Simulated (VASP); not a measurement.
# ZnS (I-4m2) in VASP: single point with HSE06

Aim: the single point of ZnS with HSE06.

All numbers are computed with VASP 6.6.1; they aren't measurements. Logs are shortened: lines on timing, memory, paths and dates and some standing lists are left out, and cuts for length are marked.

## 1. The cell of the first run

Symmetry: I-4m2, No. 119, tetragonal system. The conventional cell has a = 3.872 Å, b = 3.872 Å, c = 5.388 Å, α = 90.00°, β = 90.00°, γ = 90.00°. Within 3.1 Å of Zn (site symmetry -4m2) lie 4 S at 2.36 Å. Within 3.1 Å of S (site symmetry -4m2) lie 4 Zn at 2.36 Å.

## 2. Single point, HSE06 (biaxial xy strain +1.6%)

POSCAR reads:

```
ZnS
1.0
    0.0000000000      2.7379994334      2.6940858343
    2.7379994334      0.0000000000      2.6940858343
    2.7379994334      2.7379994334      0.0000000000
Zn S
1 1
Direct
    0.0000000000      0.0000000000      0.0000000000
    0.2500000000      0.2500000000      0.2500000000
```

INCAR.step1 reads:

```
ALGO = Normal ; EDIFF = 1E-5
ENCUT = 520 ; GGA = PE
ISIF = 2 ; ISMEAR = 0
LASPH = T ; LCHARG = F
LREAL = F ; LWAVE = T
NBANDS = 16 ; NELM = 100
PREC = Accurate ; SIGMA = 0.01
```

INCAR.step2 reads:

```
ALGO = Normal ; EDIFF = 1E-6
ENCUT = 520 ; GGA = PE
HFSCREEN = 0.2079 ; ISIF = 2
ISMEAR = 0 ; ISTART = 1
LASPH = T ; LCHARG = F
LHFCALC = T ; LREAL = F
LWAVE = F ; NBANDS = 16
NELM = 100 ; PREC = Accurate
PRECFOCK = Normal ; SIGMA = 0.01
```

KPOINTS reads:

```
k-points
0
Gamma
  6 6 6
```

Potentials or basis: VASP PAW PBE potentials, release 64 (Zn, S).

Launch:

```bash
> cat potpaw_PBE.64/Zn/POTCAR potpaw_PBE.64/S/POTCAR > POTCAR
> cp INCAR.step1 INCAR
> mpirun -np 1 vasp_std > vasp.out
> cp INCAR.step2 INCAR
> mpirun -np 1 vasp_std > vasp.out
```

OUTCAR:

```text
EDIFF = 1E-6
   ENCUT = 520
   GGA = PE
   HFSCREEN = 0.2079
   ISIF = 2
   ISMEAR = 0
   ISTART = 1
   LASPH = T
   LHFCALC = T
   LREAL = F
   NELM = 100
   PREC = Accurate
   PRECFOCK = Normal

 ion  position               nearest neighbor table
   1  0.000  0.000  0.000-   2 2.36   2 2.36   2 2.36   2 2.36
   2  0.250  0.250  0.250-   1 2.36   1 2.36   1 2.36   1 2.36

  LATTYP: Found a body centered tetragonal cell.
 ALAT       =     3.8721159325
 C/A-ratio  =     1.3915315973

  Lattice vectors:

 A1 = (   0.0000000000,  -2.7379994334,  -2.6940858343)
 A2 = (   0.0000000000,   2.7379994334,  -2.6940858343)
 A3 = (   2.7379994334,   0.0000000000,   2.6940858343)

Analysis of symmetry for initial positions (statically):
=====================================================================
 Subroutine PRICEL returns:
 Original cell was already a primitive cell.

 Routine SETGRP: Setting up the symmetry group for a
 body centered tetragonal supercell.

 Subroutine GETGRP returns: Found  8 space group operations
 (whereof  8 operations were pure point group operations)
 out of a pool of 16 trial point group operations.

The static configuration has the point symmetry D_2d.

Analysis of symmetry for dynamics (positions and initial velocities):
=====================================================================
 Subroutine PRICEL returns:
 Original cell was already a primitive cell.

 Routine SETGRP: Setting up the symmetry group for a
 body centered tetragonal supercell.

 Subroutine GETGRP returns: Found  8 space group operations
 (whereof  8 operations were pure point group operations)
 out of a pool of 16 trial point group operations.

The dynamic configuration has the point symmetry D_2d.

 Subroutine INISYM returns: Found  8 space group operations
 (whereof  8 operations are pure point group operations),
 and found     1 'primitive' translations

----------------------------------------------------------------------------------------

                                     Primitive cell

  volume of cell :      40.3932

  direct lattice vectors                    reciprocal lattice vectors
     0.000000000  2.737999433  2.694085834    -0.182615085  0.182615085  0.185591711
     2.737999433  0.000000000  2.694085834     0.182615085 -0.182615085  0.185591711
     2.737999433  2.737999433  0.000000000     0.182615085  0.182615085 -0.185591711

  length of vectors
     3.841189839  3.841189839  3.872115932     0.318026449  0.318026449  0.318026449

  position of ions in fractional coordinates (direct lattice)
     0.000000000  0.000000000  0.000000000
     0.250000000  0.250000000  0.250000000

  ion indices of the primitive-cell ions
   primitive index   ion index
                 1           1
                 2           2

----------------------------------------------------------------------------------------

 KPOINTS: k-points

Automatic generation of k-mesh.
 Grid dimensions read from file:
 generate k-points for:    6    6    6

 Generating k-lattice:

  Cartesian coordinates                     Fractional coordinates (reciprocal lattice)
    -0.030435848  0.030435848  0.030931952     0.166666667  0.000000000  0.000000000
     0.030435848 -0.030435848  0.030931952     0.000000000  0.166666667  0.000000000
     0.030435848  0.030435848 -0.030931952     0.000000000  0.000000000  0.166666667

  Length of vectors
     0.053004408  0.053004408  0.053004408

  Shift w.r.t. Gamma in fractional coordinates (k-lattice)
     0.000000000  0.000000000  0.000000000

 Subroutine IBZKPT returns following result:
 ===========================================

 Found     30 irreducible k-points:

 Following reciprocal coordinates:
            Coordinates               Weight
  0.000000  0.000000  0.000000      1.000000
  0.166667 -0.000000  0.000000      8.000000
  0.333333 -0.000000  0.000000      8.000000
  0.500000 -0.000000  0.000000      4.000000
  0.166667  0.166667  0.000000      2.000000
  0.333333  0.166667  0.000000      8.000000
[... 16 lines left out ...]
  0.333333  0.000000  0.333333      4.000000
  0.500000 -0.000000  0.333333     16.000000
 [... further k-points ...]
   k-points           NKPTS =     30   k-points in BZ     NKDIM =    216   number of bands    NBANDS=     16
   number of dos      NEDOS =    301   number of ions     NIONS =      2
   total plane-waves  NPLWV =  27000
   dimension x,y,z NGX =    30 NGY =   30 NGZ =   30
   dimension x,y,z NGXF=    60 NGYF=   60 NGZF=   60
   ions per type =               1   1
   NGX,Y,Z   is equivalent  to a cutoff of  12.98, 12.98, 12.88 a.u.
   NGXF,Y,Z  is equivalent  to a cutoff of  25.97, 25.97, 25.76 a.u.
 SYSTEM =  unknown system
   PREC   = accura    normal or accurate (medium, high low for compatibility)
   ISTART =      1    job   : 0-new  1-cont  2-samecut
   ICHARG =      0    charge: 1-file 2-atom 10-const
   ISPIN  =      1    spin polarized calculation?
   LNONCOLLINEAR =      F non collinear calculations
   LSORBIT =      F    spin-orbit coupling
   LASPH  =      T    aspherical Exc in radial PAW
   ENCUT  =  520.0 eV  38.22 Ry    6.18 a.u.   7.14  7.14  7.20*2*pi/ulx,y,z
   NELM   =    100;   NELMIN=  2; NELMDL=  0     # of ELM steps
   EDIFF  = 0.1E-05   stopping-criterion for ELM
   LREAL  =      F    real-space projection
   EDIFFG = 0.1E-04   stopping-criterion for IOM
   NSW    =      0    number of steps for IOM
   IBRION =     -1    ionic relax: 0-MD 1-quasi-New 2-CG
   NFREE  =      0    steps in history (QN), initial steepest desc. (CG)
   ISIF   =      2    stress and relaxation
   ISYM   =      3    0-nonsym 1-usesym 2-fastsym
   POTIM  = 0.5000    time-step for ionic-motion
   TEBEG  =    0.0;   TEEND  =   0.0 temperature during run
   PSTRESS=    0.0 pullay stress
   NELECT =      18.0000    total number of electrons
   NUPDOWN=      -1.0000    fix difference up-down
   EMIN   =  10.00;   EMAX   =-10.00  energy-range for DOS
   EFERMI =   0.00;   METHOD = LEGACY
   ISMEAR =     0;   SIGMA  =   0.01  broadening in eV -4-tet -1-fermi 0-gaus
   EFERMI_NEDOS =   21; number of points for ismear=-14 and -15
   IALGO  =     38    algorithm
   IMIX   =      1    mixing-type and parameters
     AMIX     =   0.40;   BMIX     =  1.00
     AMIX_MAG =   1.60;   BMIX_MAG =  1.00
  volume/ion in A,a.u.               =      20.20       136.29
  Fermi-wavevector in a.u.,A,eV,Ry     =   1.250440  2.362989 21.274082  1.563601
  Thomas-Fermi vector in A             =   2.384434
   LORBIT       =      0    0 simple, 1 ext, 2 COOP (PROOUT), +10 PAW based schemes
   GGA     = PE    functional components
   LHFCALC =     T    Hartree Fock is set to
   PRECFOCK=normal    Normal, Fast or Accurate (Low or Medium for compatibility)
   ENCUT4O =  -1.0   cutoff for four orbital integrals eV
   NKREDX  =     1    reduce k-point grid by
   NKREDY  =     1    reduce k-point grid by
   NKREDZ  =     1    reduce k-point grid by
   AEXX    =    0.2500 exact exchange contribution
   HFSCREEN=    0.2079 screening length (either q_TF or 0.3 A-1)
   HFSCREENC=   0.2079 screening length for correlation (either q_TF or 0.3 A-1)
   ENCUTFOCK=  -1.0 apply spherical cutoff to Coloumb kernel
   IVDW    =     0    specifies the selected vdW correction
   LEPSILON=     F    determine dielectric tensor
   LRPA    =     F    only Hartree local field effects (RPA)
 non-spin polarized calculation
 Gauss-broadening in eV      SIGMA  =   0.01
  energy-cutoff  :      520.00
  volume of cell :       40.39
 maximum number of plane-waves:      1102
 NGX is ok and might be reduce to    30
  NGX = 24; NGY = 24; NGZ = 24

 number of electron      18.0000009 magnetization

 Free energy of the ion-electron system (eV)
  ---------------------------------------------------
  ext. energy  EPLUGINS =         0.00000000
  ---------------------------------------------------
  free energy    TOTEN  =        -8.37177126 eV

  energy without entropy =       -8.37177126  energy(sigma->0) =       -8.37177126

 E-fermi :   1.3343     XC(G=0):  -7.8858

 val. band max:        1.2090788908   @ k =   0.0000   0.0000   0.0000
 cond. band min:       4.3838699539   @ k =   0.0000   0.0000   0.0000
 fundamental gap:      3.1747910631
 Fermi energy:         1.3343353422

 k-point     1 :       0.0000    0.0000    0.0000
  band No.  band energies     occupation
      1     -12.9813      2.00000
      2      -6.6019      2.00000
      3      -6.6019      2.00000
      4      -6.5943      2.00000
      5      -6.1824      2.00000
      6      -6.1796      2.00000
[... 8 lines left out ...]
     15      14.3784      0.00000
     16      14.4877      0.00000

 k-point     2 :       0.1667   -0.0000    0.0000
  band No.  band energies     occupation
      1     -12.7722      2.00000
      2      -6.5712      2.00000
      3      -6.5670      2.00000
      4      -6.5574      2.00000
      5      -6.1831      2.00000
      6      -6.1820      2.00000
[... 8 lines left out ...]
     15      13.5461      0.00000
     16      15.1683      0.00000

 k-point     3 :       0.3333   -0.0000    0.0000
  band No.  band energies     occupation
      1     -12.3042      2.00000
      2      -6.5204      2.00000
      3      -6.5124      2.00000
      4      -6.3283      2.00000
      5      -6.1736      2.00000
      6      -6.1703      2.00000
[... 8 lines left out ...]
     15      14.1439      0.00000
     16      14.3289      0.00000

 k-point     4 :       0.5000   -0.0000    0.0000
  band No.  band energies     occupation
      1     -12.0386      2.00000
      2      -6.5025      2.00000
      3      -6.4928      2.00000
      4      -6.1611      2.00000
      5      -6.1545      2.00000
      6      -5.9567      2.00000
[... 8 lines left out ...]
     15      16.0290      0.00000
     16      16.1690      0.00000

 k-point     5 :       0.1667    0.1667    0.0000
  band No.  band energies     occupation
      1     -12.6974      2.00000
      2      -6.5818      2.00000
      3      -6.5409      2.00000
      4      -6.5409      2.00000
      5      -6.2001      2.00000
      6      -6.1657      2.00000
[... 8 lines left out ...]
     15      14.5769      0.00000
     16      16.6639      0.00000

 k-point     6 :       0.3333    0.1667    0.0000
  band No.  band energies     occupation
      1     -12.3095      2.00000
      2      -6.5228      2.00000
      3      -6.4802      2.00000
      4      -6.4229      2.00000
      5      -6.1846      2.00000
      6      -6.1509      2.00000
[... 8 lines left out ...]
     15      15.1411      0.00000
     16      16.4799      0.00000
[... 267 lines left out ...]
 k-point    21 :      -0.1667    0.3333    0.1667
  band No.  band energies     occupation
      1     -11.9876      2.00000
      2      -6.4624      2.00000
      3      -6.4380      2.00000
      4      -6.2959      2.00000
      5      -6.1573      2.00000
      6      -6.0621      2.00000
[... 8 lines left out ...]
     15      16.4583      0.00000
     16      17.2668      0.00000

 k-point    22 :      -0.3333    0.5000    0.1667
  band No.  band energies     occupation
      1     -11.7123      2.00000
      2      -6.4464      2.00000
      3      -6.3637      2.00000
      4      -6.2681      2.00000
      5      -6.1548      2.00000
      6      -5.7904      2.00000
[... 8 lines left out ...]
     15      16.6955      0.00000
     16      17.4414      0.00000

 k-point    23 :       0.3333    0.0000    0.3333
  band No.  band energies     occupation
      1     -12.0864      2.00000
      2      -6.5072      2.00000
      3      -6.4004      2.00000
      4      -6.3875      2.00000
      5      -6.1648      2.00000
      6      -6.1339      2.00000
[... 8 lines left out ...]
     15      15.7302      0.00000
     16      19.6935      0.00000

 k-point    24 :       0.5000   -0.0000    0.3333
  band No.  band energies     occupation
      1     -11.8201      2.00000
      2      -6.4680      2.00000
      3      -6.3550      2.00000
      4      -6.3124      2.00000
      5      -6.1366      2.00000
      6      -5.9463      2.00000
[... 8 lines left out ...]
     15      16.3529      0.00000
     16      17.5841      0.00000

 [... further k-points ...]

------------------------ aborting loop because EDIFF is reached ----------------------------------------

  FORCE on cell =-STRESS in cart. coord.  units (eV):
  Direction    XX          YY          ZZ          XY          YZ          ZX
  --------------------------------------------------------------------------------------
  -------------------------------------------------------------------------------------
  Total       -0.2769947     -0.2769947     -0.1072052      0.0000000      0.0000000      0.0000000
  in kB      -10.9868662    -10.9868662     -4.2522461      0.0000000      0.0000000      0.0000000
  external PRESSURE =      -8.7419928 kB  Pullay stress =       0.0000000 kB

 VOLUME and BASIS-vectors are now :
 -----------------------------------------------------------------------------
  energy-cutoff  :      520.00
  volume of cell :       40.39
      direct lattice vectors                 reciprocal lattice vectors
     0.000000000  2.737999433  2.694085834    -0.182615085  0.182615085  0.185591711
     2.737999433  0.000000000  2.694085834     0.182615085 -0.182615085  0.185591711
     2.737999433  2.737999433  0.000000000     0.182615085  0.182615085 -0.185591711

 POSITION                                       TOTAL-FORCE (eV/Angst)
 -----------------------------------------------------------------------------------
      0.00000      0.00000      0.00000         0.000000      0.000000     -0.000000
      1.36900      1.36900      1.34704        -0.000000      0.000000      0.000000
 -----------------------------------------------------------------------------------
    total drift:                               -0.000006      0.000003      0.000010

  FREE ENERGIE OF THE ION-ELECTRON SYSTEM (eV)
  ---------------------------------------------------
  free  energy   TOTEN  =        -8.3717712602 eV

  energy  without entropy=       -8.3717712602  energy(sigma->0) =       -8.37177126
```

Run time: 33 min. Hardware: 1 thread of Intel Xeon 6975P-C (Granite Rapids), shared host; peak memory 0.3 GiB.

What came out:

```
Free energy            : -8.3718 eV
Pressure               : -0.9 GPa
Band gap on the k mesh : 3.17 eV
```

Stress tensor (GPa, compression positive):
```
-1.10  0.00  0.00
 0.00 -1.10  0.00
 0.00  0.00 -0.43
```

Levels at points of the mesh, in eV from the valence-band top:
```csv
k point,band 5,band 6,band 7,band 8,band 9,band 10,band 11,band 12,band 13,band 14
"(0.00, 0.00, 0.00)",-7.39,-7.39,-0.06,-0.06,0.00,3.17,7.65,7.65,7.66,12.97
"(0.50, 0.00, 0.00)",-7.36,-7.17,-5.47,-0.96,-0.87,4.45,8.07,8.23,10.08,13.45
"(0.50, 0.50, 0.00)",-7.32,-7.11,-4.84,-2.36,-2.36,4.34,5.11,12.45,13.46,13.46
"(0.50, 0.00, 0.50)",-7.33,-7.14,-4.95,-2.28,-2.25,4.42,5.27,12.26,13.40,13.56
```

Caveat: the cell differs from its parent crystal (biaxial xy strain +1.6%); the PAW data sets were made with another functional, which shifts forces and pressure a little.
